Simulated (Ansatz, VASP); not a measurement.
## SnSe2 in VASP and in Ansatz

```
Sn Se
1.0
     3.50612    0.00000    0.00000
    -1.75306    3.03639    0.00000
     0.00000    0.00000    5.89152
Sn Se
1 2
Cartesian
  0.0000 0.0000 0.0000
  0.0000 2.0243 1.4729
  1.7531 1.0121 4.4186
```

Change from the starting cell: strain -0.080 along x and y, -0.040 along z, atoms carried along.

Alike in both runs: task single point; functional PBEsol; dispersion D3(BJ); k mesh 12 × 12 × 6; occupations gaussian, width 0.05 eV; no spin polarisation.

|  | VASP | Ansatz |
| --- | --- | --- |
| version | VASP 6.6.1 | Ansatz 0.2.0 |
| potentials or method | VASP PAW PBE potentials, release 64 (Sn_d, Se), cutoff 520 eV | scalar-relativistic, plane waves, PAW |
| valence electrons in the cell | 26 | 46 |

VASP gave:

```
gap on the k mesh at the Fermi level (eV)                     : 0.78
least direct gap on the mesh (eV)                             : 1.54
pressure (GPa)                                                : 24.7
traceless stress, the component that is largest in VASP (GPa) : -1.47
rms of the force components (eV/Å)                            : 1.481
```

Task: Which values does Ansatz return?

Result: gap on the k mesh at the Fermi level (eV): 0.79; least direct gap on the mesh (eV): 1.55; pressure (GPa): 24.3; traceless stress, the component that is largest in VASP (GPa): -1.49; rms of the force components (eV/Å): 1.458.

VASP's potentials were made for PBE, not for PBEsol. Atom by atom the forces differ by 0.022 eV/Å (rms over components). VASP's potentials hold 26 valence electrons a cell and Ansatz's 46, so a difference there can come from the potentials and not from the codes.
